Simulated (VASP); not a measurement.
# B2RhN3 (P-3m1) in VASP: further runs

The runs below take B2RhN3 through single point, relaxation of cell and atoms, with PBEsol.

All numbers are computed with VASP 6.6.1; they aren't measurements. Logs are shortened: lines on timing, memory, paths and dates and some standing lists are left out, and cuts for length are marked.

## Step 1: The cell of the first run

Symmetry: P-3m1, No. 164, trigonal system. The conventional cell has a = 2.478 Å, b = 2.478 Å, c = 12.897 Å, α = 90.00°, β = 90.00°, γ = 120.00°. Within 1.9 Å of B (site symmetry 3m) lie 3 N at 1.43 Å. Rh (site symmetry -3m) has 6 Rh at 2.48 Å within 3.3 Å. Within 1.9 Å of N (site symmetry 3m) lie 3 B at 1.43 Å. Within 3.3 Å of N (site symmetry -3m) lie 6 N at 2.48 Å.

## Step 2: Single point, PBEsol

INCAR

```
SYSTEM = B2RhN3
PREC = Accurate ; ENCUT = 520
EDIFF = 1E-6 ; ISMEAR = -1
SIGMA = 0.03 ; LREAL = .False.
LASPH = .True. ; NELM = 60
ALGO = Normal ; ISIF = 2
LWAVE = .False. ; LCHARG = .True.
GGA = PS ; LELF = .True.
LVHAR = .True. ; NBANDS = 27
```

KPOINTS

```
regular mesh
0
Gamma
  9 9 4
  0 0 0
```

POSCAR

```
B2RhN3
1.0
    2.4778983588      0.0000000024      0.0000000000
   -1.2389491815      2.1459229256      0.0000000000
    0.0000000000      0.0000000000     12.8968499188
B Rh N
2 1 3
Direct
    0.3333333333      0.6666666667      0.7453968477
    0.6666666667      0.3333333333      0.2546031523
    0.0000000000      0.0000000000      0.0000000000
    0.3333333333      0.6666666667      0.2539311850
    0.6666666667      0.3333333333      0.7460688150
    0.0000000000      0.0000000000      0.5000000000
```

Potentials or basis: VASP PAW PBE potentials, release 64 (B, Rh_pv, N).

On the command line:

```sh
> cat potpaw_PBE.64/B/POTCAR potpaw_PBE.64/Rh_pv/POTCAR potpaw_PBE.64/N/POTCAR > POTCAR
> mpirun -np 1 vasp_std > vasp.out
```

OUTCAR:

```text
SYSTEM = B2RhN3
   PREC = Accurate
   ENCUT = 520
   EDIFF = 1E-6
   ISMEAR = -1
   LREAL = .False.
   LASPH = .True.
   NELM = 60
   ISIF = 2
   GGA = PS

 ion  position               nearest neighbor table
   1  0.333  0.667  0.745-   5 1.43   5 1.43   5 1.43
   2  0.667  0.333  0.255-   4 1.43   4 1.43   4 1.43
   3  0.000  0.000  0.000-
   4  0.333  0.667  0.254-   2 1.43   2 1.43   2 1.43
   5  0.667  0.333  0.746-   1 1.43   1 1.43   1 1.43
   6  0.000  0.000  0.500-

  LATTYP: Found a hexagonal cell.
 ALAT       =     2.4778983588
 C/A-ratio  =     5.2047534044

  Lattice vectors:

 A1 = (   2.4778983588,   0.0000000024,   0.0000000000)
 A2 = (  -1.2389491815,   2.1459229256,   0.0000000000)
 A3 = (   0.0000000000,   0.0000000000,  12.8968499188)

Analysis of symmetry for initial positions (statically):
=====================================================================
 Subroutine PRICEL returns:
 Original cell was already a primitive cell.

 Routine SETGRP: Setting up the symmetry group for a
 hexagonal supercell.

 Subroutine GETGRP returns: Found 12 space group operations
 (whereof 12 operations were pure point group operations)
 out of a pool of 24 trial point group operations.

The static configuration has the point symmetry D_3d.

Analysis of symmetry for dynamics (positions and initial velocities):
=====================================================================
 Subroutine PRICEL returns:
 Original cell was already a primitive cell.

 Routine SETGRP: Setting up the symmetry group for a
 hexagonal supercell.

 Subroutine GETGRP returns: Found 12 space group operations
 (whereof 12 operations were pure point group operations)
 out of a pool of 24 trial point group operations.

The dynamic configuration has the point symmetry D_3d.

 Subroutine INISYM returns: Found 12 space group operations
 (whereof 12 operations are pure point group operations),
 and found     1 'primitive' translations

----------------------------------------------------------------------------------------

                                     Primitive cell

  volume of cell :      68.5774

  direct lattice vectors                    reciprocal lattice vectors
     2.477898359  0.000000002  0.000000000     0.403567804  0.232999981  0.000000000
    -1.238949181  2.145922926  0.000000000    -0.000000000  0.465999961  0.000000000
     0.000000000  0.000000000 12.896849919     0.000000000  0.000000000  0.077538314

  length of vectors
     2.477898359  2.477898359 12.896849919     0.465999961  0.465999961  0.077538314

  position of ions in fractional coordinates (direct lattice)
     0.333333333  0.666666667  0.745396848
     0.666666667  0.333333333  0.254603152
     0.000000000  0.000000000  0.000000000
     0.333333333  0.666666667  0.253931185
     0.666666667  0.333333333  0.746068815
     0.000000000  0.000000000  0.500000000

  ion indices of the primitive-cell ions
   primitive index   ion index
                 1           1
                 2           2
                 3           3
                 4           4
                 5           5
                 6           6

----------------------------------------------------------------------------------------

 KPOINTS: regular mesh

Automatic generation of k-mesh.
 Grid dimensions read from file:
 generate k-points for:    9    9    4

 Generating k-lattice:

  Cartesian coordinates                     Fractional coordinates (reciprocal lattice)
     0.044840867  0.025888887  0.000000000     0.111111111  0.000000000  0.000000000
    -0.000000000  0.051777773  0.000000000     0.000000000  0.111111111  0.000000000
     0.000000000  0.000000000  0.019384579     0.000000000  0.000000000  0.250000000

  Length of vectors
     0.051777773  0.051777773  0.019384579

  Shift w.r.t. Gamma in fractional coordinates (k-lattice)
     0.000000000  0.000000000  0.000000000

 Subroutine IBZKPT returns following result:
 ===========================================

 Found     43 irreducible k-points:

 Following reciprocal coordinates:
            Coordinates               Weight
  0.000000  0.000000  0.000000      1.000000
  0.111111 -0.000000  0.000000      6.000000
  0.222222 -0.000000  0.000000      6.000000
  0.333333  0.000000  0.000000      6.000000
  0.444444 -0.000000  0.000000      6.000000
  0.111111  0.111111  0.000000      6.000000
[... 16 lines left out ...]
  0.222222  0.111111  0.250000     12.000000
 -0.111111  0.333333  0.250000     12.000000
 [... further k-points ...]
   k-points           NKPTS =     43   k-points in BZ     NKDIM =     43   number of bands    NBANDS=     27
   number of dos      NEDOS =    301   number of ions     NIONS =      6
   total plane-waves  NPLWV =  31104
   dimension x,y,z NGX =    18 NGY =   18 NGZ =   96
   dimension x,y,z NGXF=    36 NGYF=   36 NGZF=  192
   ions per type =               2   1   3
   NGX,Y,Z   is equivalent  to a cutoff of  12.08, 12.08, 12.37 a.u.
   NGXF,Y,Z  is equivalent  to a cutoff of  24.15, 24.15, 24.75 a.u.
 SYSTEM =  B2RhN3
   PREC   = accura    normal or accurate (medium, high low for compatibility)
   ISTART =      0    job   : 0-new  1-cont  2-samecut
   ICHARG =      2    charge: 1-file 2-atom 10-const
   ISPIN  =      1    spin polarized calculation?
   LNONCOLLINEAR =      F non collinear calculations
   LSORBIT =      F    spin-orbit coupling
   LASPH  =      T    aspherical Exc in radial PAW
   ENCUT  =  520.0 eV  38.22 Ry    6.18 a.u.   4.61  4.61 23.98*2*pi/ulx,y,z
   NELM   =     60;   NELMIN=  2; NELMDL= -5     # of ELM steps
   EDIFF  = 0.1E-05   stopping-criterion for ELM
   LREAL  =      F    real-space projection
   EDIFFG = 0.1E-04   stopping-criterion for IOM
   NSW    =      0    number of steps for IOM
   IBRION =     -1    ionic relax: 0-MD 1-quasi-New 2-CG
   NFREE  =      0    steps in history (QN), initial steepest desc. (CG)
   ISIF   =      2    stress and relaxation
   ISYM   =      2    0-nonsym 1-usesym 2-fastsym
   POTIM  = 0.5000    time-step for ionic-motion
   TEBEG  =    0.0;   TEEND  =   0.0 temperature during run
   PSTRESS=    0.0 pullay stress
   NELECT =      36.0000    total number of electrons
   NUPDOWN=      -1.0000    fix difference up-down
   EMIN   =  10.00;   EMAX   =-10.00  energy-range for DOS
   EFERMI =   0.00;   METHOD = LEGACY
   ISMEAR =    -1;   SIGMA  =   0.03  broadening in eV -4-tet -1-fermi 0-gaus
   EFERMI_NEDOS =   21; number of points for ismear=-14 and -15
   IALGO  =     38    algorithm
   IMIX   =      4    mixing-type and parameters
     AMIX     =   0.40;   BMIX     =  1.00
     AMIX_MAG =   1.60;   BMIX_MAG =  1.00
  volume/ion in A,a.u.               =      11.43        77.13
  Fermi-wavevector in a.u.,A,eV,Ry     =   1.320632  2.495633 23.729508  1.744070
  Thomas-Fermi vector in A             =   2.450444
   LORBIT       =      0    0 simple, 1 ext, 2 COOP (PROOUT), +10 PAW based schemes
   GGA     = PS    functional components
   LHFCALC =     F    Hartree Fock is set to
   AEXX    =    0.0000 exact exchange contribution
   IVDW    =     0    specifies the selected vdW correction
   LEPSILON=     F    determine dielectric tensor
   LRPA    =     F    only Hartree local field effects (RPA)
 non-spin polarized calculation
  energy-cutoff  :      520.00
  volume of cell :       68.58
 maximum number of plane-waves:      1870
   NGX =  9   NGY =  9   NGZ = 47

 number of electron      35.9999990 magnetization

 Free energy of the ion-electron system (eV)
  ---------------------------------------------------
  ext. energy  EPLUGINS =         0.00000000
  ---------------------------------------------------
  free energy    TOTEN  =       -45.94037235 eV

  energy without entropy =      -45.92156032  energy(sigma->0) =      -45.93096634

 E-fermi :   2.9318     XC(G=0): -10.6137

 val. band max:        2.9064811865   @ k =   0.3333   0.1111   0.2500
 cond. band min:       2.9356752777   @ k =   0.3333   0.1111   0.0000
 fundamental gap:      0.0291940912
 Fermi energy:         2.9317934563

 k-point     1 :       0.0000    0.0000    0.0000
  band No.  band energies     occupation
      1     -42.8622      2.00000
      2     -42.8205      2.00000
      3     -42.8205      2.00000
      4     -15.1769      2.00000
      5     -15.1731      2.00000
      6     -11.1293      2.00000
[... 19 lines left out ...]
     26      14.4658      0.00000
     27      14.4665      0.00000

 k-point     2 :       0.1111   -0.0000    0.0000
  band No.  band energies     occupation
      1     -42.9726      2.00000
      2     -42.8555      2.00000
      3     -42.8405      2.00000
      4     -14.9337      2.00000
      5     -14.9301      2.00000
      6     -10.8836      2.00000
[... 19 lines left out ...]
     26      14.3026      0.00000
     27      14.3828      0.00000

 k-point     3 :       0.2222   -0.0000    0.0000
  band No.  band energies     occupation
      1     -43.3491      2.00000
      2     -42.9433      2.00000
      3     -42.7855      2.00000
      4     -14.2282      2.00000
      5     -14.2254      2.00000
      6     -10.1859      2.00000
[... 19 lines left out ...]
     26      13.6818      0.00000
     27      14.2383      0.00000

 k-point     4 :       0.3333    0.0000    0.0000
  band No.  band energies     occupation
      1     -43.7633      2.00000
      2     -43.0419      2.00000
      3     -42.7225      2.00000
      4     -13.1702      2.00000
      5     -13.1685      2.00000
      6      -9.1949      2.00000
[... 19 lines left out ...]
     26      13.2706      0.00000
     27      14.6567      0.00000

 k-point     5 :       0.4444   -0.0000    0.0000
  band No.  band energies     occupation
      1     -44.0263      2.00000
      2     -43.1055      2.00000
      3     -42.6811      2.00000
      4     -12.1525      2.00000
      5     -12.1518      2.00000
      6      -8.3403      2.00000
[... 19 lines left out ...]
     26      13.0084      0.00000
     27      14.1344      0.00000

 k-point     6 :       0.1111    0.1111    0.0000
  band No.  band energies     occupation
      1     -43.2228      2.00000
      2     -42.9309      2.00000
      3     -42.8022      2.00000
      4     -14.4584      2.00000
      5     -14.4553      2.00000
      6     -10.4109      2.00000
[... 444 lines left out ...]
      1     -44.0263      2.00000
      2     -43.1055      2.00000
      3     -42.6811      2.00000
      4     -12.1526      2.00000
      5     -12.1517      2.00000
      6      -8.3403      2.00000
[... 19 lines left out ...]
     26      12.9991      0.00000
     27      14.1732      0.00000

 k-point    22 :       0.1111    0.1111    0.2500
  band No.  band energies     occupation
      1     -43.2228      2.00000
      2     -42.9309      2.00000
      3     -42.8022      2.00000
      4     -14.4580      2.00000
      5     -14.4558      2.00000
      6     -10.4109      2.00000
[... 19 lines left out ...]
     26      14.4230      0.00000
     27      14.5648      0.00000

 k-point    23 :       0.2222    0.1111    0.2500
  band No.  band energies     occupation
      1     -43.5861      2.00000
      2     -43.0563      2.00000
      3     -42.7431      2.00000
      4     -13.5662      2.00000
      5     -13.5646      2.00000
      6      -9.5570      2.00000
[... 19 lines left out ...]
     26      14.2043      0.00000
     27      14.9360      0.00000

 k-point    24 :      -0.1111    0.3333    0.2500
  band No.  band energies     occupation
      1     -43.5861      2.00000
      2     -43.0563      2.00000
      3     -42.7431      2.00000
      4     -13.5662      2.00000
      5     -13.5646      2.00000
      6      -9.5570      2.00000
[... 19 lines left out ...]
     26      14.1356      0.00000
     27      14.9127      0.00000

 [... further k-points ...]

------------------------ aborting loop because EDIFF is reached ----------------------------------------

  FORCE on cell =-STRESS in cart. coord.  units (eV):
  Direction    XX          YY          ZZ          XY          YZ          ZX
  --------------------------------------------------------------------------------------
  -------------------------------------------------------------------------------------
  Total        0.1052712      0.1052712     -0.0429126     -0.0000000     -0.0000000      0.0000000
  in kB        2.4594556      2.4594556     -1.0025679     -0.0000000     -0.0000000      0.0000000
  external PRESSURE =       1.3054478 kB  Pullay stress =       0.0000000 kB

 VOLUME and BASIS-vectors are now :
 -----------------------------------------------------------------------------
  energy-cutoff  :      520.00
  volume of cell :       68.58
      direct lattice vectors                 reciprocal lattice vectors
     2.477898359  0.000000002  0.000000000     0.403567804  0.232999981  0.000000000
    -1.238949181  2.145922926  0.000000000    -0.000000000  0.465999961  0.000000000
     0.000000000  0.000000000 12.896849919     0.000000000  0.000000000  0.077538314

 POSITION                                       TOTAL-FORCE (eV/Angst)
 -----------------------------------------------------------------------------------
     -0.00000      1.43062      9.61327         0.000000     -0.000000     -0.000476
      1.23895      0.71531      3.28358        -0.000000      0.000000      0.000476
      0.00000      0.00000      0.00000        -0.000000      0.000000      0.000000
     -0.00000      1.43062      3.27491         0.000000      0.000000     -0.000644
      1.23895      0.71531      9.62194        -0.000000      0.000000      0.000644
      0.00000      0.00000      6.44842        -0.000000      0.000000      0.000000
 -----------------------------------------------------------------------------------
    total drift:                                0.000000      0.000000      0.000000

  FREE ENERGIE OF THE ION-ELECTRON SYSTEM (eV)
  ---------------------------------------------------
  free  energy   TOTEN  =       -45.9403723536 eV

  energy  without entropy=      -45.9215603220  energy(sigma->0) =      -45.93096634
```

Run time: 1.8 min. Hardware: 1 thread of Oxide Virtual Turin-like, shared host; peak memory 0.19 GiB.

What came out:

```yaml
Free_energy: -45.9404 eV
Pressure: 0.1 GPa
Band_gap_on_the_k_mesh: zero (bands 18 and 19 overlap by 0.98 eV)
```

Stress tensor (GPa, compression positive):
```
 0.25  0.00  0.00
 0.00  0.25  0.00
 0.00  0.00 -0.10
```

Caveat: the PAW data sets were made with another functional, which shifts forces and pressure a little.

[end of part 1 of 2]

The gap in the log of VASP goes by the Fermi energy; the results here count the filled bands.